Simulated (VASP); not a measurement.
Here is a VASP 6.6.1 calculation.

The input INCAR:

```
SYSTEM = Si2Ni
PREC = Accurate ; ENCUT = 600
EDIFF = 1E-6 ; ISMEAR = 0
SIGMA = 0.1 ; LREAL = .False.
LASPH = .True. ; NELM = 60
ALGO = Normal ; ISIF = 3
LWAVE = .False. ; LCHARG = .False.
GGA = PS ; IBRION = 2
NSW = 70 ; EDIFFG = -0.008
PSTRESS = 900.0
```

KPOINTS

```
regular mesh
0
Gamma
  14 14 14
  0 0 0
```

The input POSCAR:

```
Si2Ni
1.0
    0.0000000000      2.4566211661      2.4566211661
    2.4566211661      0.0000000000      2.4566211661
    2.4566211661      2.4566211661      0.0000000000
Si Ni
2 1
Direct
    0.2500000000      0.2500000000      0.2500000000
    0.7500000000      0.7500000000      0.7500000000
    0.0000000000      0.0000000000      0.0000000000
```

Potentials or basis: VASP PAW PBE potentials, release 64 (Si, Ni).

Run with:

```bash
$ cat potpaw_PBE.64/Si/POTCAR potpaw_PBE.64/Ni/POTCAR > POTCAR
$ mpirun -np 1 vasp_std > vasp.out
```

Task: What does it give for the space group after relaxing (to 0.1 Å)?

Result: Fm-3m (No. 225).

Task: Predict the band gap on the k mesh.

Result: Zero (bands 9 and 10 overlap by 1.48 eV).

Task: What does it give for the relaxed cell?

Result: a = 3.461 Å, b = 3.461 Å, c = 3.461 Å, α = 60.00°, β = 60.00°, γ = 60.00°.

Task: What does it give for the relaxed volume?

Result: 9.77 Å³/atom.

Final structure:
```yaml
crystal:
  lattice:
    - [0.00000, 2.44697, 2.44697]
    - [2.44697, 0.00000, 2.44697]
    - [2.44697, 2.44697, 0.00000]
  atoms:
    - { symbol: Si, position: [0.25000, 0.25000, 0.25000] }
    - { symbol: Si, position: [0.75000, 0.75000, 0.75000] }
    - { symbol: Ni, position: [0.00000, 0.00000, 0.00000] }
```

Caveat: the cell is relaxed towards a set pressure, so the run minimises the enthalpy, not the energy; the PAW data sets were made with another functional, which shifts forces and pressure a little. Spin polarisation is off, so any magnetic state and its effect on volume and gap are missing.
